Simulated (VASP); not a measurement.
Input of a VASP 6.6.1 run:

INCAR

```
ALGO = Normal
EDIFF = 1E-7
ENCUT = 520
GGA = PE
ISIF = 2
ISMEAR = 0
ISPIN = 2
LASPH = True
LCHARG = False
LMAXMIX = 4
LORBIT = 11
LREAL = False
LWAVE = False
MAGMOM = 0 -0.43 0 -0.43 0 0 1.06
NBANDS = 23
NELM = 150
PREC = Accurate
SIGMA = 0.1
```

KPOINTS

```
k-points
0
Gamma
  10 10 8
```

The input POSCAR:

```
MoH6
1.0
    3.6668184037      0.0000000000      0.0000000000
    0.0000000000      3.6668184037      0.0000000000
    0.0000000000      0.0000000000      4.4194136952
H Mo
6 1
Direct
    0.5000000000      0.0000000000      0.0000000000
    0.5000000000      0.0000000000      0.5000000000
    0.0000000000      0.5000000000      0.0000000000
    0.0000000000      0.5000000000      0.5000000000
    0.0000000000      0.0000000000      0.4011118946
    0.0000000000      0.0000000000      0.5988881054
    0.0000000000      0.0000000000      0.0000000000
```

Potentials or basis: VASP PAW PBE potentials, release 64 (H, Mo_sv).

The run is started by

```sh
$ cat potpaw_PBE.64/H/POTCAR potpaw_PBE.64/Mo_sv/POTCAR > POTCAR
$ mpirun -np 1 vasp_std > vasp.out
```

**Question.** Estimate the site moments.

**Answer.** H -0.04, -0.24, -0.01 (each value once); Mo +2.08 μB.

**Question.** Estimate the pressure.

**Answer.** -0.1 GPa.

Forces on the atoms (eV/Å):
```
H    0.000  0.000  0.000
H    0.000  0.000  0.000
H    0.000  0.000  0.000
H    0.000  0.000  0.000
H    0.000  0.000 -0.005
H    0.000  0.000  0.005
Mo   0.000  0.000  0.000
```

Caveat: the cell differs from its parent crystal (atoms taken out).
